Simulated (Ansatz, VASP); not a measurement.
## EuS in VASP and in Ansatz

```
Eu S
1.0
     0.00000    2.97850    2.97850
     2.97850    0.00000    2.97850
     2.97850    2.97850    0.00000
Eu S
1 1
Direct
  0.50000 0.50000 0.50000
  0.00000 0.00000 0.00000
```

Alike in both runs: task relaxation of cell and atoms; functional PBE; k mesh 8 × 8 × 8; occupations gaussian, width 0.02 eV; collinear spin; Hubbard terms Eu f U = 6.0 eV.

```csv
,VASP,Ansatz
version,VASP 6.6.1,Ansatz 0.2.0
potentials or method,"VASP PAW PBE potentials, release 64 (Eu, S), cutoff 600 eV","scalar-relativistic, plane waves, PAW"
valence electrons in the cell,23,23
```

```csv
,VASP,Ansatz,Ansatz less VASP
"gap on the k mesh at the Fermi level, each at its own relaxed structure (eV)",0.53,0.78,+0.250
net moment per atom (μB),3.50,3.50,0.000
size of the moment on the site where the two differ most (μB),6.72,6.87,+0.146
relaxed volume (Å³/atom),26.97,26.82,-0.153
relaxed cell length with the largest relative difference (Å),4.241,4.233,-0.0081
```

Site moments also hang on the region over which each program counts them. The programs project onto different local orbitals, so the same U acts differently, and such runs can settle in different states.

Neither program's run includes spin-orbit coupling.
